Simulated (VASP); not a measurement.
Runs of VASP 6.6.1 on Ba. The structure is that of space group P6_3/mmc (No. 194), or close to it. The cells are those of the table. This isn't the form of Ba at room conditions, which is bcc.

| cell | k mesh | gap on the mesh (eV) | pressure (GPa) |
| --- | --- | --- | --- |
| a = 4.305, b = 4.305, c = 14.059 Å, angles 90.0, 90.0, 120.0°, 4 atoms | 9 × 9 × 3 | none | 1.3 |
| a = 4.492, b = 4.492, c = 14.671 Å, angles 90.0, 90.0, 120.0°, 4 atoms | 8 × 8 × 3 | none | (a) |
| a = 4.492, b = 4.492, c = 14.671 Å, angles 90.0, 90.0, 120.0°, 4 atoms | 9 × 9 × 3 | none | 0.1 |
| a = 4.369, b = 4.369, c = 14.269 Å, angles 90.0, 90.0, 120.0°, 4 atoms | 9 × 9 × 3 | none | 0.8 |
| a = 4.551, b = 4.551, c = 14.864 Å, angles 90.0, 90.0, 120.0°, 4 atoms | 9 × 9 × 3 | none | (b) |
| a = 4.431, b = 4.431, c = 14.473 Å, angles 90.0, 90.0, 120.0°, 4 atoms | 9 × 9 × 3 | none | 0.4 |

Alike in all rows: task single point; level PBE; potentials or basis VASP PAW PBE potentials, release 64 (Ba_sv); no spin polarisation; cutoff (eV) 520; smearing fermi-dirac 0.1 eV.

**Question.** Estimate the missing entries.

**Answer.** (a) 0.0; (b) -0.3.

Caveats: spin-orbit coupling is left out, which moves the levels of the heavy elements.

A k mesh can miss the band edges, and the runs leave out spin-orbit coupling on Ba.

A gap of «none» marks levels without a gap at the run's occupations.
